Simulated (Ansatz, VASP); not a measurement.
**AlIr6 in VASP and in Ansatz**

```
Al Ir
1.0
     5.94245    0.00000    0.00000
     0.00000    5.94245    0.00000
     0.00000    0.00000    5.94245
Al Ir
1 6
Direct
  0.00000 0.00000 0.00000
  0.19825 0.50000 0.50000
  0.50000 0.19825 0.50000
  0.80175 0.50000 0.50000
  0.50000 0.80175 0.50000
  0.50000 0.50000 0.19825
  0.50000 0.50000 0.80175
```

Change from the starting cell: species swapped into the GdB6 type (Pm-3m, No. 221).

Alike in both runs: functional PBE; k mesh 4 × 4 × 4; occupations gaussian, width 0.1 eV; no spin polarisation.

Ansatz relaxed the structure, and its values are those at the end. VASP's run is a single point on that final structure, the one shown.

|  | VASP | Ansatz |
| --- | --- | --- |
| version | VASP 6.6.1 | Ansatz 0.2.0 |
| potentials or method | VASP PAW PBE potentials, release 64 (Al, Ir_sv_GW), cutoff 500 eV | scalar-relativistic, plane waves, PAW |
| valence electrons in the cell | 105 | 105 |

```csv
,VASP,Ansatz,Ansatz less VASP
gap on the k mesh at the Fermi level (eV),none,none,-
pressure (GPa),-1.3,0.0,+1.32
```

A gap of «none» marks a metal or a gap that the smearing closes.

Spin-orbit coupling is off throughout.
